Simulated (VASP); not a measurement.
# FeGe (P2_13) in VASP: a series of runs

The runs below take FeGe through single point, with PBE, r2SCAN.

Program: VASP 6.6.1. These are calculated values, not measurements. Logs are shortened: lines on timing, memory, paths and dates and some standing lists are left out, and cuts for length are marked.

## (1) The cell of the first run

It takes space group P2_13 (No. 198, cubic). Conventional cell: a = 4.661 Å, b = 4.661 Å, c = 4.661 Å, α = 90.00°, β = 90.00°, γ = 90.00°. Fe (site symmetry 3) has 7 Ge at 2.37 to 2.62 Å and 6 Fe at 2.86 Å within 3.1 Å. Ge (site symmetry 3) has 7 Fe at 2.37 to 2.62 Å and 6 Ge at 2.89 Å within 3.1 Å.

## (2) Single point, PBE, collinear spin, ferromagnetic start

Input file INCAR:

```
SYSTEM = FeGe
PREC = Accurate
ENCUT = 520
EDIFF = 1E-7
ISMEAR = 0
SIGMA = 0.05
LREAL = .FALSE.
LASPH = .TRUE.
NELM = 150
ALGO = Normal
ISIF = 2
LWAVE = .FALSE.
LCHARG = .TRUE.
ISPIN = 2
MAGMOM = 2.5 2.5 2.5 2.5 0 0 0 0
LORBIT = 11
LMAXMIX = 4
GGA = PE
LELF = .TRUE.
LVHAR = .TRUE.
NBANDS = 58
```

Input file KPOINTS:

```
regular mesh
0
G
  4 4 4
  0 0 0
```

Input file POSCAR:

```
FeGe
1.0
    4.6611231059      0.0000000000      0.0000000000
    0.0000000000      4.6611231059      0.0000000000
    0.0000000000      0.0000000000      4.6611231059
Fe Ge
4 4
Direct
    0.1349910570      0.1349910570      0.1349910570
    0.3650089430      0.8650089430      0.6349910570
    0.6349910570      0.3650089430      0.8650089430
    0.8650089430      0.6349910570      0.3650089430
    0.8417225382      0.8417225382      0.8417225382
    0.6582774618      0.1582774618      0.3417225382
    0.3417225382      0.6582774618      0.1582774618
    0.1582774618      0.3417225382      0.6582774618
```

Potentials or basis: VASP PAW PBE potentials, release 64 (Fe, Ge_d).

On the command line:

```console
$ cat potpaw_PBE.64/Fe/POTCAR potpaw_PBE.64/Ge_d/POTCAR > POTCAR
$ mpirun -np 1 vasp_std > vasp.out
```

OUTCAR:

```text
SYSTEM = FeGe
   PREC = Accurate
   ENCUT = 520
   EDIFF = 1E-7
   ISMEAR = 0
   LREAL = .FALSE.
   LASPH = .TRUE.
   NELM = 150
   ISIF = 2
   ISPIN = 2
   LORBIT = 11
   GGA = PE

 ion  position               nearest neighbor table
   1  0.135  0.135  0.135-   5 2.37   6 2.42   7 2.42   8 2.42   7 2.62   8 2.62   6 2.62   3 2.86
                             4 2.86   2 2.86   2 2.86   4 2.86   3 2.86
   2  0.365  0.865  0.635-   6 2.37   5 2.42   7 2.42   8 2.42   7 2.62   8 2.62   5 2.62   1 2.86
                             1 2.86   3 2.86   3 2.86   4 2.86   4 2.86
   3  0.635  0.365  0.865-   7 2.37   6 2.42   5 2.42   8 2.42   8 2.62   6 2.62   5 2.62   1 2.86
                             4 2.86   2 2.86   2 2.86   4 2.86   1 2.86
   4  0.865  0.635  0.365-   8 2.37   6 2.42   7 2.42   5 2.42   6 2.62   5 2.62   7 2.62   1 2.86
                             3 2.86   2 2.86   1 2.86   2 2.86   3 2.86
   5  0.842  0.842  0.842-   1 2.37   2 2.42   3 2.42   4 2.42   3 2.62   4 2.62   2 2.62   7 2.89
                             7 2.89   8 2.89   6 2.89   8 2.89   6 2.89
   6  0.658  0.158  0.342-   2 2.37   1 2.42   3 2.42   4 2.42   3 2.62   4 2.62   1 2.62   8 2.89
                             8 2.89   7 2.89   7 2.89   5 2.89   5 2.89
   7  0.342  0.658  0.158-   3 2.37   2 2.42   1 2.42   4 2.42   4 2.62   2 2.62   1 2.62   5 2.89
                             5 2.89   8 2.89   8 2.89   6 2.89   6 2.89
   8  0.158  0.342  0.658-   4 2.37   2 2.42   3 2.42   1 2.42   2 2.62   1 2.62   3 2.62   6 2.89
                             6 2.89   7 2.89   5 2.89   7 2.89   5 2.89

  LATTYP: Found a simple cubic cell.
 ALAT       =     4.6611231059

  Lattice vectors:

 A1 = (   4.6611231059,   0.0000000000,   0.0000000000)
 A2 = (   0.0000000000,   4.6611231059,   0.0000000000)
 A3 = (   0.0000000000,   0.0000000000,   4.6611231059)

Analysis of symmetry for initial positions (statically):
=====================================================================
 Subroutine PRICEL returns:
 Original cell was already a primitive cell.

 Routine SETGRP: Setting up the symmetry group for a
 simple cubic supercell.

 Subroutine GETGRP returns: Found 12 space group operations
 (whereof  3 operations were pure point group operations)
 out of a pool of 48 trial point group operations.

The static configuration has the point symmetry C_3 .
 The point group associated with its full space group is T   .

Analysis of symmetry for dynamics (positions and initial velocities):
=====================================================================
 Subroutine PRICEL returns:
 Original cell was already a primitive cell.

 Routine SETGRP: Setting up the symmetry group for a
 simple cubic supercell.

 Subroutine GETGRP returns: Found 12 space group operations
 (whereof  3 operations were pure point group operations)
 out of a pool of 48 trial point group operations.

The dynamic configuration has the point symmetry C_3 .
 The point group associated with its full space group is T   .

Analysis of structural, dynamic, and magnetic symmetry:
=====================================================================
 Subroutine PRICEL returns:
 Original cell was already a primitive cell.

 Routine SETGRP: Setting up the symmetry group for a
 simple cubic supercell.

 Subroutine GETGRP returns: Found 12 space group operations
 (whereof  3 operations were pure point group operations)
 out of a pool of 48 trial point group operations.

The overall configuration has the point symmetry C_3 .
 The point group associated with its full space group is T   .

 Subroutine INISYM returns: Found 12 space group operations
 (whereof  3 operations are pure point group operations),
 and found     1 'primitive' translations

----------------------------------------------------------------------------------------

                                     Primitive cell

  volume of cell :     101.2679

  direct lattice vectors                    reciprocal lattice vectors
     4.661123106  0.000000000  0.000000000     0.214540568  0.000000000  0.000000000
     0.000000000  4.661123106  0.000000000     0.000000000  0.214540568  0.000000000
     0.000000000  0.000000000  4.661123106     0.000000000  0.000000000  0.214540568

  length of vectors
     4.661123106  4.661123106  4.661123106     0.214540568  0.214540568  0.214540568

  position of ions in fractional coordinates (direct lattice)
     0.134991057  0.134991057  0.134991057
     0.365008943  0.865008943  0.634991057
     0.634991057  0.365008943  0.865008943
     0.865008943  0.634991057  0.365008943
     0.841722538  0.841722538  0.841722538
     0.658277462  0.158277462  0.341722538
     0.341722538  0.658277462  0.158277462
     0.158277462  0.341722538  0.658277462

  ion indices of the primitive-cell ions
   primitive index   ion index
                 1           1
                 2           2
                 3           3
                 4           4
                 5           5
                 6           6
                 7           7
                 8           8

----------------------------------------------------------------------------------------

 KPOINTS: regular mesh

Automatic generation of k-mesh.
 Grid dimensions read from file:
 generate k-points for:    4    4    4

 Generating k-lattice:

  Cartesian coordinates                     Fractional coordinates (reciprocal lattice)
     0.053635142  0.000000000  0.000000000     0.250000000  0.000000000  0.000000000
     0.000000000  0.053635142  0.000000000     0.000000000  0.250000000  0.000000000
     0.000000000  0.000000000  0.053635142     0.000000000  0.000000000  0.250000000

  Length of vectors
     0.053635142  0.053635142  0.053635142

  Shift w.r.t. Gamma in fractional coordinates (k-lattice)
     0.000000000  0.000000000  0.000000000

 Subroutine IBZKPT returns following result:
 ===========================================

 Found     11 irreducible k-points:

 Following reciprocal coordinates:
            Coordinates               Weight
  0.000000  0.000000  0.000000      1.000000
  0.250000  0.000000  0.000000      6.000000
  0.500000  0.000000  0.000000      3.000000
  0.250000  0.250000  0.000000     12.000000
  0.500000  0.250000  0.000000      6.000000
 -0.250000  0.500000  0.000000      6.000000
  0.500000  0.500000  0.000000      3.000000
  0.250000  0.250000  0.250000      8.000000
  0.500000  0.250000  0.250000     12.000000
  0.500000  0.500000  0.250000      6.000000
  0.500000  0.500000  0.500000      1.000000
   k-points           NKPTS =     11   k-points in BZ     NKDIM =     11   number of bands    NBANDS=     58
   number of dos      NEDOS =    301   number of ions     NIONS =      8
   total plane-waves  NPLWV =  46656
   dimension x,y,z NGX =    36 NGY =   36 NGZ =   36
   dimension x,y,z NGXF=    72 NGYF=   72 NGZF=   72
   ions per type =               4   4
   NGX,Y,Z   is equivalent  to a cutoff of  12.84, 12.84, 12.84 a.u.
   NGXF,Y,Z  is equivalent  to a cutoff of  25.68, 25.68, 25.68 a.u.
 SYSTEM =  FeGe
   PREC   = accura    normal or accurate (medium, high low for compatibility)
   ISTART =      0    job   : 0-new  1-cont  2-samecut
   ICHARG =      2    charge: 1-file 2-atom 10-const
   ISPIN  =      2    spin polarized calculation?
   LNONCOLLINEAR =      F non collinear calculations
   LSORBIT =      F    spin-orbit coupling
   LASPH  =      T    aspherical Exc in radial PAW
   ENCUT  =  520.0 eV  38.22 Ry    6.18 a.u.   8.67  8.67  8.67*2*pi/ulx,y,z
   NELM   =    150;   NELMIN=  2; NELMDL= -5     # of ELM steps
   EDIFF  = 0.1E-06   stopping-criterion for ELM
   LREAL  =      F    real-space projection
   EDIFFG = 0.1E-05   stopping-criterion for IOM
   NSW    =      0    number of steps for IOM
   IBRION =     -1    ionic relax: 0-MD 1-quasi-New 2-CG
   NFREE  =      0    steps in history (QN), initial steepest desc. (CG)
   ISIF   =      2    stress and relaxation
   ISYM   =      2    0-nonsym 1-usesym 2-fastsym
   POTIM  = 0.5000    time-step for ionic-motion
   TEBEG  =    0.0;   TEEND  =   0.0 temperature during run
   PSTRESS=    0.0 pullay stress
   NELECT =      88.0000    total number of electrons
   NUPDOWN=      -1.0000    fix difference up-down
   EMIN   =  10.00;   EMAX   =-10.00  energy-range for DOS
   EFERMI =   0.00;   METHOD = LEGACY
   ISMEAR =     0;   SIGMA  =   0.05  broadening in eV -4-tet -1-fermi 0-gaus
   EFERMI_NEDOS =   21; number of points for ismear=-14 and -15
   IALGO  =     38    algorithm
   IMIX   =      4    mixing-type and parameters
     AMIX     =   0.40;   BMIX     =  1.00
     AMIX_MAG =   1.60;   BMIX_MAG =  1.00
  volume/ion in A,a.u.               =      12.66        85.42
  Fermi-wavevector in a.u.,A,eV,Ry     =   1.562231  2.952188 33.205896  2.440565
  Thomas-Fermi vector in A             =   2.665180
   LORBIT       =     11    0 simple, 1 ext, 2 COOP (PROOUT), +10 PAW based schemes
   GGA     = PE    functional components
   LHFCALC =     F    Hartree Fock is set to
   AEXX    =    0.0000 exact exchange contribution
   IVDW    =     0    specifies the selected vdW correction
   LEPSILON=     F    determine dielectric tensor
   LRPA    =     F    only Hartree local field effects (RPA)
 spin polarized calculation
 Gauss-broadening in eV      SIGMA  =   0.05
  energy-cutoff  :      520.00
  volume of cell :      101.27
 maximum number of plane-waves:      2800
 NGX is ok and might be reduce to    36
   NGX = 17   NGY = 17   NGZ = 17

 number of electron      88.0000000 magnetization      10.0000000

 number of electron      87.9999917 magnetization       4.1317260

 Free energy of the ion-electron system (eV)
  ---------------------------------------------------
  ext. energy  EPLUGINS =         0.00000000
  ---------------------------------------------------
  free energy    TOTEN  =       -51.82710485 eV

  energy without entropy =      -51.81636941  energy(sigma->0) =      -51.82173713

 E-fermi :   8.2071     XC(G=0): -12.9768

 val. band max:        8.2061645450   @ k =   0.2500   0.2500   0.2500
 cond. band min:       8.2320119477   @ k =   0.5000   0.0000   0.0000
 fundamental gap:      0.0258474027
 Fermi energy:         8.2070653276

 spin component 1

 k-point     1 :       0.0000    0.0000    0.0000
  band No.  band energies     occupation
      1     -16.4592      1.00000
      2     -16.4592      1.00000
      3     -16.4592      1.00000
      4     -16.4212      1.00000
      5     -16.4212      1.00000
      6     -16.4212      1.00000
[... 638 lines left out ...]
     55      13.6848      0.00000
     56      13.6848      0.00000
 Fermi energy:         8.2070653276

 spin component 2

 k-point     1 :       0.0000    0.0000    0.0000
  band No.  band energies     occupation
      1     -16.4764      1.00000
      2     -16.4764      1.00000
      3     -16.4764      1.00000
      4     -16.4373      1.00000
      5     -16.4373      1.00000
      6     -16.4373      1.00000
[... 638 lines left out ...]
     55      13.8477      0.00000
     56      13.8477      0.00000
 [bands above 56 left out]

------------------------ aborting loop because EDIFF is reached ----------------------------------------

  FORCE on cell =-STRESS in cart. coord.  units (eV):
  Direction    XX          YY          ZZ          XY          YZ          ZX
  --------------------------------------------------------------------------------------
  -------------------------------------------------------------------------------------
  Total        0.2229785      0.2229785      0.2229785     -0.0000000      0.0000000      0.0000000
  in kB        3.5277824      3.5277824      3.5277824     -0.0000000      0.0000000      0.0000000
  external PRESSURE =       3.5277824 kB  Pullay stress =       0.0000000 kB

 VOLUME and BASIS-vectors are now :
 -----------------------------------------------------------------------------
  energy-cutoff  :      520.00
  volume of cell :      101.27
      direct lattice vectors                 reciprocal lattice vectors
     4.661123106  0.000000000  0.000000000     0.214540568  0.000000000  0.000000000
     0.000000000  4.661123106  0.000000000     0.000000000  0.214540568  0.000000000
     0.000000000  0.000000000  4.661123106     0.000000000  0.000000000  0.214540568

 POSITION                                       TOTAL-FORCE (eV/Angst)
 -----------------------------------------------------------------------------------
      0.62921      0.62921      0.62921         0.006343      0.006343      0.006343
      1.70135      4.03191      2.95977        -0.006343     -0.006343      0.006343
      2.95977      1.70135      4.03191         0.006343     -0.006343     -0.006343
      4.03191      2.95977      1.70135        -0.006343      0.006343     -0.006343
      3.92337      3.92337      3.92337        -0.003157     -0.003157     -0.003157
      3.06831      0.73775      1.59281         0.003157      0.003157     -0.003157
      1.59281      3.06831      0.73775        -0.003157      0.003157      0.003157
      0.73775      1.59281      3.06831         0.003157     -0.003157      0.003157
 -----------------------------------------------------------------------------------
    total drift:                               -0.000000      0.000000      0.000000

  FREE ENERGIE OF THE ION-ELECTRON SYSTEM (eV)
  ---------------------------------------------------
  free  energy   TOTEN  =       -51.8271048466 eV

  energy  without entropy=      -51.8163694091  energy(sigma->0) =      -51.82173713

 total charge

# of ion       s       p       d       tot
------------------------------------------
    1        0.380   0.505   6.469   7.354
    2        0.380   0.505   6.469   7.354
    3        0.380   0.505   6.469   7.354
    4        0.380   0.505   6.469   7.354
    5        1.115   1.247  10.121  12.482
    6        1.115   1.247  10.121  12.482
    7        1.115   1.247  10.121  12.482
    8        1.115   1.247  10.121  12.482
--------------------------------------------------
tot          5.982   7.004  66.358  79.344

 magnetization (x)

# of ion       s       p       d       tot
------------------------------------------
    1       -0.000  -0.005   1.150   1.145
    2       -0.000  -0.005   1.150   1.145
    3       -0.000  -0.005   1.150   1.145
    4       -0.000  -0.005   1.150   1.145
    5       -0.011  -0.061  -0.006  -0.078
    6       -0.011  -0.061  -0.006  -0.078
    7       -0.011  -0.061  -0.006  -0.078
    8       -0.011  -0.061  -0.006  -0.078
--------------------------------------------------
tot         -0.047  -0.264   4.578   4.268
```

Run time: 4.1 min. Hardware: 1 thread of Oxide Virtual Turin-like, shared host; peak memory 0.26 GiB.

Results:

```yaml
Free_energy: -51.8271 eV
Pressure: 0.4 GPa
Largest_force: 0.011 eV/Å
Net_moment: 4.13 μB per cell
Site_moments: Fe +1.15; Ge -0.08 μB
Valence_electrons_inside_the_program's_atomic_spheres: Fe 7.35; Ge 12.48
```

Forces on the atoms (eV/Å):
```
Fe   0.006  0.006  0.006
Fe  -0.006 -0.006  0.006
Fe   0.006 -0.006 -0.006
Fe  -0.006  0.006 -0.006
Ge  -0.003 -0.003 -0.003
Ge   0.003  0.003 -0.003
Ge  -0.003  0.003  0.003
Ge   0.003 -0.003  0.003
```

## (3) Single point, r2SCAN

This run uses another cell than the first one, of 13.16 Å³/atom.

Input file POSCAR:

```
FeGe
1.0
    4.7213185125      0.0000000000      0.0000000000
    0.0000000000      4.7213185125      0.0000000000
    0.0000000000      0.0000000000      4.7213185125
Fe Ge
4 4
Direct
    0.1345289931      0.1345289931      0.1345289931
    0.3654710069      0.8654710069      0.6345289931
    0.6345289931      0.3654710069      0.8654710069
    0.8654710069      0.6345289931      0.3654710069
    0.8447786957      0.8447786957      0.8447786957
    0.6552213043      0.1552213043      0.3447786957
    0.3447786957      0.6552213043      0.1552213043
    0.1552213043      0.3447786957      0.6552213043
```

Input file INCAR.step1:

```
SYSTEM = FeGe
  ALGO = Normal
  EDIFF = 1E-4
  ENCUT = 520
  GGA = PE
  ISMEAR = 0
  LASPH = .TRUE.
  LCHARG = .FALSE.
  LREAL = .FALSE.
  LWAVE = .TRUE.
  NBANDS = 54
  NELM = 100
  PREC = Accurate
  SIGMA = 0.05
```

Input file INCAR.step2:

```
SYSTEM = FeGe
  ALGO = Normal
  EDIFF = 1E-6
  ENCUT = 520
  ISIF = 2
  ISMEAR = 0
  ISTART = 1
  LASPH = .TRUE.
  LCHARG = .TRUE.
  LELF = .TRUE.
  LMIXTAU = .TRUE.
  LREAL = .FALSE.
  LVHAR = .TRUE.
  LWAVE = .FALSE.
  METAGGA = R2SCAN
  NBANDS = 54
  NELM = 100
  PREC = Accurate
  SIGMA = 0.05
```

Input file KPOINTS:

```
k-points
0
G
  8 8 8
  0 0 0
```

Potentials or basis: VASP PAW PBE potentials, release 64 (Fe, Ge_d).

On the command line:

```console
$ cat potpaw_PBE.64/Fe/POTCAR potpaw_PBE.64/Ge_d/POTCAR > POTCAR
$ cp INCAR.step1 INCAR
$ mpirun -np 1 vasp_std > vasp.out
$ cp INCAR.step2 INCAR
$ mpirun -np 1 vasp_std > vasp.out
```

Wall time 22 min (1 thread of Oxide Virtual Turin-like, shared host); peak memory 0.31 GiB.

The run converged. Its results:

```
Free energy            : -110.8477 eV
Pressure               : -14.8 GPa
Largest force          : 0.734 eV/Å
Band gap on the k mesh : 0.18 eV (least direct gap 0.20 eV)
```

Forces on the atoms (eV/Å):
```
Fe  -0.157 -0.157 -0.157
Fe   0.157  0.157 -0.157
Fe  -0.157  0.157  0.157
Fe   0.157 -0.157  0.157
Ge  -0.424 -0.424 -0.424
Ge   0.424  0.424 -0.424
Ge  -0.424  0.424  0.424
Ge   0.424 -0.424  0.424
```

Levels at points of the mesh, in eV from the valence-band top:
| k point | band 42 | band 43 | band 44 | band 45 | band 46 | band 47 |
| --- | --- | --- | --- | --- | --- | --- |
| (0.00, 0.00, 0.00) | -0.29 | -0.12 | -0.12 | 0.47 | 0.47 | 0.47 |
| (0.50, 0.00, 0.00) | -0.39 | -0.07 | -0.07 | 0.20 | 0.20 | 1.45 |
| (0.50, 0.50, 0.00) | -0.88 | -0.35 | -0.35 | 0.56 | 0.56 | 0.97 |
| (0.50, 0.50, 0.50) | -0.54 | -0.54 | -0.54 | 0.47 | 0.47 | 0.47 |

Caveat: the cell stands under tension; the PAW data sets were made with another functional, which shifts forces and pressure a little.

The gap in the log of VASP goes by the Fermi energy; the results here count the filled bands.